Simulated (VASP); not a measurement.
# ZnO (zincite) (P6_3mc) in VASP: settings compared, part 2 of 3

VASP 6.6.1.

## Step 3: Single point, revPBE+D3(BJ)

This run uses another cell than the first one, of 12.08 Å³/atom, 1.015 times its volume.

Contents of INCAR:

```
PREC = Accurate
ENCUT = 520
EDIFF = 1E-7
ISMEAR = -1
SIGMA = 0.05
LREAL = False
LASPH = True
NELM = 60
ALGO = Normal
ISIF = 2
LWAVE = False
LCHARG = True
GGA = RE
IVDW = 12
LELF = True
LVHAR = True
NBANDS = 26
```

Contents of KPOINTS:

```
regular mesh
0
Gamma
  7 7 4
```

Contents of POSCAR:

```
ZnO
1.0
    3.2567716941      0.0000000000      0.0000000000
   -1.6283858470      2.8204470214      0.0000000000
    0.0000000000      0.0000000000      5.2621396316
Zn O
2 2
Direct
    0.6666666667      0.3333333333      0.0001719050
    0.3333333333      0.6666666667      0.5001719050
    0.3333333333      0.6666666667      0.8788380950
    0.6666666667      0.3333333333      0.3788380950
```

Potentials or basis: VASP PAW PBE potentials, release 64 (Zn, O).

Run with:

```
cat potpaw_PBE.64/Zn/POTCAR potpaw_PBE.64/O/POTCAR > POTCAR
mpirun -np 1 vasp_std > vasp.out
```

OUTCAR:

```text
PREC = Accurate
   ENCUT = 520
   EDIFF = 1E-7
   ISMEAR = -1
   LREAL = False
   LASPH = True
   NELM = 60
   ISIF = 2
   GGA = RE
   IVDW = 12
 IVDW          = 12

 ion  position               nearest neighbor table
   1  0.667  0.333  0.000-   3 1.99   3 1.99   3 1.99   4 1.99
   2  0.333  0.667  0.500-   4 1.99   4 1.99   4 1.99   3 1.99
   3  0.333  0.667  0.879-   1 1.99   1 1.99   1 1.99   2 1.99
   4  0.667  0.333  0.379-   2 1.99   2 1.99   2 1.99   1 1.99

  LATTYP: Found a hexagonal cell.
 ALAT       =     3.2567716941
 C/A-ratio  =     1.6157533060

  Lattice vectors:

 A1 = (   3.2567716941,   0.0000000000,   0.0000000000)
 A2 = (  -1.6283858470,   2.8204470214,   0.0000000000)
 A3 = (   0.0000000000,   0.0000000000,   5.2621396316)

Analysis of symmetry for initial positions (statically):
=====================================================================
 Subroutine PRICEL returns:
 Original cell was already a primitive cell.

 Routine SETGRP: Setting up the symmetry group for a
 hexagonal supercell.

 Subroutine GETGRP returns: Found 12 space group operations
 (whereof  6 operations were pure point group operations)
 out of a pool of 24 trial point group operations.

The static configuration has the point symmetry C_3v.
 The point group associated with its full space group is C_6v.

Analysis of symmetry for dynamics (positions and initial velocities):
=====================================================================
 Subroutine PRICEL returns:
 Original cell was already a primitive cell.

 Routine SETGRP: Setting up the symmetry group for a
 hexagonal supercell.

 Subroutine GETGRP returns: Found 12 space group operations
 (whereof  6 operations were pure point group operations)
 out of a pool of 24 trial point group operations.

The dynamic configuration has the point symmetry C_3v.
 The point group associated with its full space group is C_6v.

 Subroutine INISYM returns: Found 12 space group operations
 (whereof  6 operations are pure point group operations),
 and found     1 'primitive' translations
[... 116 lines left out ...]
   IMIX   =      4    mixing-type and parameters
     AMIX     =   0.40;   BMIX     =  1.00
     AMIX_MAG =   1.60;   BMIX_MAG =  1.00
  volume/ion in A,a.u.               =      12.08        81.55
  Fermi-wavevector in a.u.,A,eV,Ry     =   1.483952  2.804262 29.961565  2.202113
  Thomas-Fermi vector in A             =   2.597549
   LORBIT       =      0    0 simple, 1 ext, 2 COOP (PROOUT), +10 PAW based schemes
   GGA     = RE    functional components
   LHFCALC =     F    Hartree Fock is set to
   AEXX    =    0.0000 exact exchange contribution
   IVDW    =    12    specifies the selected vdW correction
   LEPSILON=     F    determine dielectric tensor
   LRPA    =     F    only Hartree local field effects (RPA)
 non-spin polarized calculation
  energy-cutoff  :      520.00
  volume of cell :       48.34
 maximum number of plane-waves:      1318
   NGX = 13   NGY = 13   NGZ = 19

 number of electron      36.0000037 magnetization

 Free energy of the ion-electron system (eV)
  ---------------------------------------------------
  ext. energy  EPLUGINS =         0.00000000
  ---------------------------------------------------
  free energy    TOTEN  =       -16.51369943 eV

  energy without entropy =      -16.51369469  energy(sigma->0) =      -16.51369706

 E-fermi :   1.6450     XC(G=0): -10.6388

 val. band max:        1.2055609148   @ k =   0.0000   0.0000   0.0000
 cond. band min:       2.0271729819   @ k =   0.0000   0.0000   0.0000
 fundamental gap:      0.8216120671
 Fermi energy:         1.6449571420

 k-point     1 :       0.0000    0.0000    0.0000
  band No.  band energies     occupation
      1     -16.8323      2.00000
      2     -16.1484      2.00000
      3      -4.4103      2.00000
      4      -4.4103      2.00000
      5      -4.3736      2.00000
      6      -4.3062      2.00000
[... 685 lines left out ...]
     25      16.1676      0.00000
     26      16.1676      0.00000

------------------------ aborting loop because EDIFF is reached ----------------------------------------

 Edisp (eV)   -1.73774

 E8    (eV) :    -1.1353

  FORCE on cell =-STRESS in cart. coord.  units (eV):
  Direction    XX          YY          ZZ          XY          YZ          ZX
  --------------------------------------------------------------------------------------
  -------------------------------------------------------------------------------------
  Total       0.31501     0.31501     0.31667     0.00000     0.00000     0.00000
  in kB      10.44172    10.44172    10.49665     0.00000     0.00000     0.00000
  external pressure =       10.46 kB  Pullay stress =        0.00 kB

 VOLUME and BASIS-vectors are now :
 -----------------------------------------------------------------------------
  energy-cutoff  :      520.00
  volume of cell :       48.34
      direct lattice vectors                 reciprocal lattice vectors
     3.256771694  0.000000000  0.000000000     0.307052534  0.177276863  0.000000000
    -1.628385847  2.820447021  0.000000000     0.000000000  0.354553726  0.000000000
     0.000000000  0.000000000  5.262139632     0.000000000  0.000000000  0.190036766

 POSITION                                       TOTAL-FORCE (eV/Angst)
 -----------------------------------------------------------------------------------
      1.62839      0.94015      0.00090        -0.000000      0.000000      0.000877
     -0.00000      1.88030      2.63197         0.000000     -0.000000      0.000877
     -0.00000      1.88030      4.62457         0.000000      0.000000     -0.000877
      1.62839      0.94015      1.99350        -0.000000      0.000000     -0.000877
 -----------------------------------------------------------------------------------
    total drift:                               -0.000000     -0.000001     -0.000774

  FREE ENERGIE OF THE ION-ELECTRON SYSTEM (eV)
  ---------------------------------------------------
  free  energy   TOTEN  =       -18.2514434429 eV

  energy  without entropy=      -18.2514387073  energy(sigma->0) =      -18.25144108
```

OSZICAR:

```text
N       E                     dE             d eps       ncg     rms          rms(c)
DAV:   1     0.299379772411E+03    0.29938E+03   -0.18118E+04  1256   0.201E+03
DAV:   2     0.126507031214E+02   -0.28673E+03   -0.26861E+03  1296   0.411E+02
DAV:   3    -0.191284878817E+02   -0.31779E+02   -0.31387E+02  1406   0.139E+02
DAV:   4    -0.197613182810E+02   -0.63283E+00   -0.63112E+00  1382   0.200E+01
DAV:   5    -0.197645895517E+02   -0.32713E-02   -0.32711E-02  1360   0.150E+00    0.146E+01
DAV:   6    -0.163170485411E+02    0.34475E+01   -0.66400E+00  1966   0.611E+01    0.881E+00
DAV:   7    -0.165391038934E+02   -0.22206E+00   -0.29847E+00  1282   0.170E+01    0.527E+00
DAV:   8    -0.165586026418E+02   -0.19499E-01   -0.46744E-01  1852   0.752E+00    0.161E+00
DAV:   9    -0.165105168532E+02    0.48086E-01   -0.10309E-01  1820   0.638E+00    0.274E-01
DAV:  10    -0.165134327563E+02   -0.29159E-02   -0.36280E-02  1266   0.135E+00    0.152E-01
DAV:  11    -0.165136323321E+02   -0.19958E-03   -0.71363E-04  1350   0.369E-01    0.572E-02
DAV:  12    -0.165136838441E+02   -0.51512E-04   -0.21187E-04  1502   0.378E-01    0.261E-02
DAV:  13    -0.165137055167E+02   -0.21673E-04   -0.67286E-05  1350   0.136E-01    0.229E-02
DAV:  14    -0.165136995661E+02    0.59506E-05   -0.26315E-05  1422   0.506E-02    0.208E-03
DAV:  15    -0.165136996287E+02   -0.62546E-07   -0.46158E-06  1282   0.209E-02    0.289E-03
DAV:  16    -0.165136994880E+02    0.14071E-06   -0.32798E-07  1198   0.640E-03    0.705E-04
DAV:  17    -0.165136994293E+02    0.58640E-07   -0.68879E-08   892   0.456E-03
   1 F= -.18251443E+02 E0= -.18251441E+02  d E =-.473559E-05
```

stdout:

```text
POSCAR found type information on POSCAR ZnO
 POSCAR found :  2 types and       4 ions
 scaLAPACK will be used
 -----------------------------------------------------------------------------
|                                                                             |
|                                                                             |
|     You enforced a specific xc type in the INCAR file but a different       |
|     I HOPE YOU KNOW WHAT YOU ARE DOING!                                     |
|                                                                             |
 -----------------------------------------------------------------------------

 LDA part: xc-table for (Slater+PW92), standard interpolation
 POSCAR, INCAR and KPOINTS ok, starting setup
 FFT: planning ... GRIDC
 FFT: planning ... GRID_SOFT
 FFT: planning ... GRID
 WAVECAR not read
 entering main loop
```

It took 43 s on 1 thread of AMD EPYC 7R43 (Zen 3), shared host; peak memory 0.15 GiB.

What came out:

```yaml
Free_energy: -18.2514 eV
Pressure: 1.0 GPa
Band_gap_on_the_k_mesh: 0.82 eV, direct
Dispersion_energy_per_atom: -0.434 eV
```

Levels at points of the mesh, in eV from the valence-band top:
```
           k point  band 15  band 16  band 17  band 18  band 19  band 20  band 21  band 22
(0.00, 0.00, 0.00)    -0.77    -0.08     0.00     0.00     0.82     5.25     8.21    12.91
(0.00, 0.00, 0.50)    -0.38    -0.38    -0.38    -0.38     3.47     3.47    10.07    10.07
```

Caveat: the PAW data sets were made with another functional, which shifts forces and pressure a little.

(Part 2 of 3 ends here.)
